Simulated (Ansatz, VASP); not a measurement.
Two plane-wave programs on VN

Contents of INCAR:

```
SYSTEM = VN
PREC = Accurate
ENCUT = 600
EDIFF = 1E-6
ISMEAR = 0
SIGMA = 0.1
LREAL = .FALSE.
LASPH = .TRUE.
NELM = 200
ALGO = Normal
ISIF = 2
LWAVE = .FALSE.
LCHARG = .FALSE.
ISPIN = 2
MAGMOM = -3 0
LORBIT = 11
LMAXMIX = 4
GGA = PE
NBANDS = 20
GGA_COMPAT = .FALSE.
```

The input KPOINTS:

```
regular mesh
0
G
  2 2 2
  0 0 0
```

File POSCAR:

```
VN
1.0
    0.0000000000      2.0624650000      2.0624650000
    2.0624650000      0.0000000000      2.0624650000
    2.0624650000      2.0624650000      0.0000000000
V N
1 1
Direct
    0.0000000000      0.0000000000      0.0000000000
    0.5000000000      0.5000000000      0.5000000000
```

Input for Ansatz:

```yaml
crystal:
  lattice:
    - [0.0, 2.062465, 2.062465]
    - [2.062465, 0.0, 2.062465]
    - [2.062465, 2.062465, 0.0]
  atoms:
    - { symbol: V, position: [0.0, 0.0, 0.0], spin: -3.0 }
    - { symbol: "N", position: [0.5, 0.5, 0.5] }
basis: {}
kpoints:
  mp_grid: { grid: [2, 2, 2] }
hamiltonian:
  xc: pbe
  pseudopotentials: { kind: paw, source: ansatz }
scf:
  occupations: { method: gaussian, width: 0.1 }
  lower_state_search: "off"
output:
  forces: true
  stress: true
  eigenvalues: true
  populations: true
magnetization:
  spin_polarized: true
```

Alike in both runs: task single point; functional PBE; k mesh 2 × 2 × 2; occupations gaussian, width 0.1 eV; collinear spin.

```csv
,VASP,Ansatz
version,VASP 6.6.1,Ansatz 0.2.0
potentials or method,"VASP PAW PBE potentials, release 64 (V_sv, N)","scalar-relativistic, plane waves, PAW (harder set)"
plane-wave cutoff (eV),600,870
valence electrons in the cell,18,18
```

|  | VASP | Ansatz | Ansatz less VASP |
| --- | --- | --- | --- |
| pressure (GPa) | -0.6 | -1.4 | -0.75 |
| net moment per atom (μB) | 0.00 | 0.00 | 0.000 |

With one functional, cell and mesh, what is left measures potentials, basis and numerics. Ansatz's warnings: filled band counts differ across k points, seeded moment not kept.

The k mesh is coarse, so the values compare programs but aren't converged.
